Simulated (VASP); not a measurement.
# Ag (R-3m) in VASP: a series of runs, part 2 of 3

VASP 6.6.1. The steps go on from the part before.

### 3 Single point, LDA

This run uses another cell than the first one, of 19.13 Å³/atom.

Contents of INCAR:

```
SYSTEM = Ag
ALGO = Fast ; EDIFF = 1E-6
ENCUT = 520 ; ISIF = 2
ISMEAR = -1 ; LASPH = .TRUE.
LCHARG = .FALSE. ; LREAL = .FALSE.
LWAVE = .FALSE. ; NBANDS = 24
NELM = 100 ; PREC = Accurate
SIGMA = 0.05
```

Contents of KPOINTS:

```
k-points
0
G
  10 10 10
  0 0 0
```

Contents of POSCAR:

```
Ag
1.0
    1.5019377757      0.8671441792      7.3459535211
   -1.5019377757      0.8671441792      7.3459535211
    0.0000000000     -1.7342883582      7.3459535211
Ag
3
Direct
    0.2222810000      0.2222810000      0.2222810000
    0.7777190000      0.7777190000      0.7777190000
    0.0000000000      0.0000000000      0.0000000000
```

Potentials or basis: VASP PAW LDA potentials, release 64 (Ag).

Command:

```sh
cat potpaw_LDA.64/Ag/POTCAR > POTCAR
mpirun -np 1 vasp_std > vasp.out
```

OUTCAR:

```text
SYSTEM = Ag
   EDIFF = 1E-6
   ENCUT = 520
   ISIF = 2
   ISMEAR = -1
   LASPH = .TRUE.
   LREAL = .FALSE.
   NELM = 100
   PREC = Accurate

 ion  position               nearest neighbor table
   1  0.222  0.222  0.222-   3 3.00   3 3.00   3 3.00   2 3.00   2 3.00   2 3.00
   2  0.778  0.778  0.778-   3 3.00   3 3.00   3 3.00   1 3.00   1 3.00   1 3.00
   3  0.000  0.000  0.000-   2 3.00   2 3.00   1 3.00   1 3.00   2 3.00   1 3.00

  LATTYP: Found a trigonal (rhomboedric) cell.
 ALAT       =     7.5478996578
 COS(alpha) =     0.9208079399

  Lattice vectors:

 A1 = (   1.5019377757,   0.8671441792,   7.3459535211)
 A2 = (  -1.5019377757,   0.8671441792,   7.3459535211)
 A3 = (   0.0000000000,  -1.7342883582,   7.3459535211)

Analysis of symmetry for initial positions (statically):
=====================================================================
 Subroutine PRICEL returns:
 Original cell was already a primitive cell.

 Routine SETGRP: Setting up the symmetry group for a
 trigonal (rhombohedral) supercell.

 Subroutine GETGRP returns: Found 12 space group operations
 (whereof 12 operations were pure point group operations)
 out of a pool of 12 trial point group operations.

The static configuration has the point symmetry D_3d.

Analysis of symmetry for dynamics (positions and initial velocities):
=====================================================================
 Subroutine PRICEL returns:
 Original cell was already a primitive cell.

 Routine SETGRP: Setting up the symmetry group for a
 trigonal (rhombohedral) supercell.

 Subroutine GETGRP returns: Found 12 space group operations
 (whereof 12 operations were pure point group operations)
 out of a pool of 12 trial point group operations.

The dynamic configuration has the point symmetry D_3d.

 Subroutine INISYM returns: Found 12 space group operations
 (whereof 12 operations are pure point group operations),
 and found     1 'primitive' translations

----------------------------------------------------------------------------------------

                                     Primitive cell

  volume of cell :      57.4041

  direct lattice vectors                    reciprocal lattice vectors
     1.501937776  0.867144179  7.345953521     0.332903272  0.192201794  0.045376456
    -1.501937776  0.867144179  7.345953521    -0.332903272  0.192201794  0.045376456
     0.000000000 -1.734288358  7.345953521     0.000000000 -0.384403587  0.045376456

  length of vectors
     7.547899658  7.547899658  7.547899658     0.387072527  0.387072527  0.387072527

  position of ions in fractional coordinates (direct lattice)
     0.222281000  0.222281000  0.222281000
     0.777719000  0.777719000  0.777719000
     0.000000000  0.000000000  0.000000000

  ion indices of the primitive-cell ions
   primitive index   ion index
                 1           1
                 2           2
                 3           3

----------------------------------------------------------------------------------------

 KPOINTS: k-points

Automatic generation of k-mesh.
 Grid dimensions read from file:
 generate k-points for:   10   10   10

 Generating k-lattice:

  Cartesian coordinates                     Fractional coordinates (reciprocal lattice)
     0.033290327  0.019220179  0.004537646     0.100000000  0.000000000  0.000000000
    -0.033290327  0.019220179  0.004537646     0.000000000  0.100000000  0.000000000
     0.000000000 -0.038440359  0.004537646     0.000000000  0.000000000  0.100000000

  Length of vectors
     0.038707253  0.038707253  0.038707253

  Shift w.r.t. Gamma in fractional coordinates (k-lattice)
     0.000000000  0.000000000  0.000000000

 Subroutine IBZKPT returns following result:
 ===========================================

 Found    116 irreducible k-points:

 Following reciprocal coordinates:
            Coordinates               Weight
  0.000000  0.000000  0.000000      1.000000
  0.100000 -0.000000 -0.000000      6.000000
  0.200000 -0.000000 -0.000000      6.000000
  0.300000  0.000000  0.000000      6.000000
  0.400000 -0.000000  0.000000      6.000000
  0.500000 -0.000000 -0.000000      3.000000
[... 16 lines left out ...]
  0.300000  0.300000  0.000000      6.000000
  0.400000  0.300000  0.000000     12.000000
 [... further k-points ...]
   k-points           NKPTS =    116   k-points in BZ     NKDIM =    116   number of bands    NBANDS=     24
   number of dos      NEDOS =    301   number of ions     NIONS =      3
   total plane-waves  NPLWV = 175616
   dimension x,y,z NGX =    56 NGY =   56 NGZ =   56
   dimension x,y,z NGXF=   112 NGYF=  112 NGZF=  112
   ions per type =               3
   NGX,Y,Z   is equivalent  to a cutoff of  12.33, 12.33, 12.33 a.u.
   NGXF,Y,Z  is equivalent  to a cutoff of  24.67, 24.67, 24.67 a.u.
 SYSTEM =  Ag
   PREC   = accura    normal or accurate (medium, high low for compatibility)
   ISTART =      0    job   : 0-new  1-cont  2-samecut
   ICHARG =      2    charge: 1-file 2-atom 10-const
   ISPIN  =      1    spin polarized calculation?
   LNONCOLLINEAR =      F non collinear calculations
   LSORBIT =      F    spin-orbit coupling
   LASPH  =      T    aspherical Exc in radial PAW
   ENCUT  =  520.0 eV  38.22 Ry    6.18 a.u.  14.03 14.03 14.03*2*pi/ulx,y,z
   NELM   =    100;   NELMIN=  2; NELMDL= -5     # of ELM steps
   EDIFF  = 0.1E-05   stopping-criterion for ELM
   LREAL  =      F    real-space projection
   EDIFFG = 0.1E-04   stopping-criterion for IOM
   NSW    =      0    number of steps for IOM
   IBRION =     -1    ionic relax: 0-MD 1-quasi-New 2-CG
   NFREE  =      0    steps in history (QN), initial steepest desc. (CG)
   ISIF   =      2    stress and relaxation
   ISYM   =      2    0-nonsym 1-usesym 2-fastsym
   POTIM  = 0.5000    time-step for ionic-motion
   TEBEG  =    0.0;   TEEND  =   0.0 temperature during run
   PSTRESS=    0.0 pullay stress
   NELECT =      33.0000    total number of electrons
   NUPDOWN=      -1.0000    fix difference up-down
   EMIN   =  10.00;   EMAX   =-10.00  energy-range for DOS
   EFERMI =   0.00;   METHOD = LEGACY
   ISMEAR =    -1;   SIGMA  =   0.05  broadening in eV -4-tet -1-fermi 0-gaus
   EFERMI_NEDOS =   21; number of points for ismear=-14 and -15
   IALGO  =     68    algorithm
   IMIX   =      4    mixing-type and parameters
     AMIX     =   0.40;   BMIX     =  1.00
     AMIX_MAG =   1.60;   BMIX_MAG =  1.00
  volume/ion in A,a.u.               =      19.13       129.13
  Fermi-wavevector in a.u.,A,eV,Ry     =   1.361231  2.572354 25.210923  1.852951
  Thomas-Fermi vector in A             =   2.487825
   LORBIT       =      0    0 simple, 1 ext, 2 COOP (PROOUT), +10 PAW based schemes
   GGA     = CA    functional components
   LHFCALC =     F    Hartree Fock is set to
   AEXX    =    0.0000 exact exchange contribution
   IVDW    =     0    specifies the selected vdW correction
   LEPSILON=     F    determine dielectric tensor
   LRPA    =     F    only Hartree local field effects (RPA)
 non-spin polarized calculation
 RMM-DIIS sequential band-by-band and
  energy-cutoff  :      520.00
  volume of cell :       57.40
 maximum number of plane-waves:      1578
   NGX = 29   NGY = 29   NGZ = 29

 number of electron      33.0000001 magnetization

 Free energy of the ion-electron system (eV)
  ---------------------------------------------------
  ext. energy  EPLUGINS =         0.00000000
  ---------------------------------------------------
  free energy    TOTEN  =       -10.81046432 eV

  energy without entropy =      -10.80299262  energy(sigma->0) =      -10.80672847

 E-fermi :   6.5606     XC(G=0): -11.9165

 val. band max:        6.5449301620   @ k =  -0.2000  -0.3000   0.1000
 cond. band min:       6.5734608852   @ k =  -0.1000   0.3000   0.1000
 fundamental gap:      0.0285307233
 Fermi energy:         6.5605917616

 k-point     1 :       0.0000    0.0000    0.0000
  band No.  band energies     occupation
      1      -0.3926      2.00000
      2       1.0059      2.00000
      3       1.0102      2.00000
      4       2.2366      2.00000
      5       2.2366      2.00000
      6       2.2459      2.00000
[... 16 lines left out ...]
     23      23.2592      0.00000
     24      23.7617      0.00000
[... 598 lines left out ...]
      2       1.2721      2.00000
      3       1.4320      2.00000
      4       1.5924      2.00000
      5       1.8909      2.00000
      6       2.0813      2.00000
[... 16 lines left out ...]
     23      17.9637      0.00000
     24      18.7899      0.00000

 [... further k-points ...]
[... 5 lines left out ...]
  --------------------------------------------------------------------------------------
  -------------------------------------------------------------------------------------
  Total       -5.0969838     -5.0969838     -5.2937407      0.0000000     -0.0000000     -0.0000000
  in kB     -142.2594601   -142.2594601   -147.7510464      0.0000000     -0.0000000     -0.0000000
  external PRESSURE =    -144.0899889 kB  Pullay stress =       0.0000000 kB

 VOLUME and BASIS-vectors are now :
 -----------------------------------------------------------------------------
  energy-cutoff  :      520.00
  volume of cell :       57.40
      direct lattice vectors                 reciprocal lattice vectors
     1.501937776  0.867144179  7.345953521     0.332903272  0.192201794  0.045376456
    -1.501937776  0.867144179  7.345953521    -0.332903272  0.192201794  0.045376456
     0.000000000 -1.734288358  7.345953521     0.000000000 -0.384403587  0.045376456

 POSITION                                       TOTAL-FORCE (eV/Angst)
 -----------------------------------------------------------------------------------
      0.00000      0.00000      4.89860         0.000000      0.000000      0.003342
      0.00000      0.00000     17.13926         0.000000     -0.000000     -0.003342
      0.00000      0.00000      0.00000         0.000000     -0.000000     -0.000000
 -----------------------------------------------------------------------------------
    total drift:                               -0.000000     -0.000000      0.000000

  FREE ENERGIE OF THE ION-ELECTRON SYSTEM (eV)
  ---------------------------------------------------
  free  energy   TOTEN  =       -10.8104643190 eV

  energy  without entropy=      -10.8029926203  energy(sigma->0) =      -10.80672847
```

stdout:

```text
POSCAR found type information on POSCAR Ag
 POSCAR found :  1 types and       3 ions
 scaLAPACK will be used
 LDA part: xc-table for (Slater(with rela. corr.)+CA(PZ))
 , standard interpolation
 POSCAR, INCAR and KPOINTS ok, starting setup
 FFT: planning ... GRIDC
 FFT: planning ... GRID_SOFT
 FFT: planning ... GRID
 WAVECAR not read
 entering main loop
```

Run time: 4.5 min. Hardware: 1 thread of Intel Xeon 6975P-C (Granite Rapids), shared host; peak memory 0.36 GiB.

Results:

| Item | Value |
| --- | --- |
| Free energy | -10.8105 eV |
| Pressure | -14.4 GPa |
| Largest force | 0.003 eV/Å |
| Band gap on the k mesh | zero (an odd number of electrons rules out a gap without spin polarisation) |

Forces in eV/Å, atoms in the order of the input:
```
Ag   0.000  0.000  0.003
Ag   0.000  0.000 -0.003
Ag   0.000  0.000  0.000
```

Caveat: the cell stands under tension.

### 4 Single point, r2SCAN

This run uses another cell than the first one, of 16.97 Å³/atom.

Contents of POSCAR:

```
Ag
1.0
    1.4429765387      0.8331028931      7.0575750582
   -1.4429765387      0.8331028931      7.0575750582
    0.0000000000     -1.6662057860      7.0575750582
Ag
3
Direct
    0.2222810000      0.2222810000      0.2222810000
    0.7777190000      0.7777190000      0.7777190000
    0.0000000000      0.0000000000      0.0000000000
```

Contents of INCAR.step1:

```
SYSTEM = Ag
PREC = Accurate ; ENCUT = 520
ISMEAR = -1 ; SIGMA = 0.05
LREAL = .False. ; LASPH = .True.
NELM = 60 ; NBANDS = 24
GGA = PE ; ALGO = Normal
EDIFF = 1E-4 ; LWAVE = .True.
LCHARG = .False.
```

Contents of INCAR.step2:

```
SYSTEM = Ag
PREC = Accurate ; ENCUT = 520
EDIFF = 1E-7 ; ISMEAR = -1
SIGMA = 0.05 ; LREAL = .False.
LASPH = .True. ; NELM = 60
ALGO = Normal ; ISIF = 2
LWAVE = .False. ; LCHARG = .False.
METAGGA = R2SCAN ; LMIXTAU = .True.
NBANDS = 24 ; ISTART = 1
```

Contents of KPOINTS:

```
Automatic mesh
0
Gamma
  10 10 10
  0 0 0
```

Potentials or basis: VASP PAW PBE potentials, release 64 (Ag).

Command:

```sh
cat potpaw_PBE.64/Ag/POTCAR > POTCAR
cp INCAR.step1 INCAR
mpirun -np 1 vasp_std > vasp.out
cp INCAR.step2 INCAR
mpirun -np 1 vasp_std > vasp.out
```

Wall time 19 min (1 thread of Intel Xeon 6975P-C (Granite Rapids), shared host); peak memory 0.5 GiB.

It converged, with:

```yaml
Free_energy: -64.0369 eV
Pressure: 2.6 GPa
Band_gap_on_the_k_mesh: zero (an odd number of electrons rules out a gap without spin polarisation)
```

Stress tensor (GPa, compression positive):
```
2.81 0.00 0.00
0.00 2.81 0.00
0.00 0.00 2.22
```

Levels at points of the mesh, in eV from the Fermi level:
```
           k point  band 13  band 14  band 15  band 16  band 17  band 18  band 19  band 20  band 21  band 22
(0.00, 0.00, 0.00)    -3.59    -3.59    -3.47    -3.47    -3.38    -3.38     8.38     8.39    16.22    16.66
(0.50, 0.00, 0.00)    -3.12    -3.11    -3.11     0.00     1.35     1.41     5.22     5.40     6.65    11.57
(0.50, 0.50, 0.00)    -3.13    -3.11    -3.07     0.34     0.61     1.67     4.34     6.34     8.76     8.98
(0.50, 0.50, 0.50)    -4.08    -3.93    -3.93    -3.31    -3.31    -0.28     3.81    14.74    14.89    16.43
```

Caveat: the PAW data sets were made with another functional, which shifts forces and pressure a little.

[end of part 2 of 3]

The gap in the log of VASP goes by the Fermi energy; the results here count the filled bands.